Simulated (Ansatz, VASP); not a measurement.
## Pb in VASP and in Ansatz

```
CELL_PARAMETERS angstrom
3.31085 0.00000 0.00000
-1.65543 2.86728 0.00000
0.00000 0.00000 5.52392
ATOMIC_POSITIONS crystal
Pb 0.33333 0.66667 0.25000
Pb 0.66667 0.33333 0.75000
```

Change from the starting cell: volume scaled by 0.88, LAPW.

Alike in both runs: task single point; functional PBEsol; k mesh 14 × 14 × 8; occupations fermi-dirac, width 0.05 eV; no spin polarisation.

```csv
,VASP,Ansatz
version,VASP 6.6.1,Ansatz 0.2.0
potentials or method,"VASP PAW PBE potentials, release 64 (Pb_d), cutoff 520 eV","all-electron LAPW, scalar-relativistic"
```

|  | VASP | Ansatz | Ansatz less VASP |
| --- | --- | --- | --- |
| pressure (GPa) | 8.3 | 8.4 | +0.09 |

VASP's potentials were made for PBE, not for PBEsol. Ansatz ran all-electron here, and VASP with PAW potentials.

Spin-orbit coupling is off throughout.
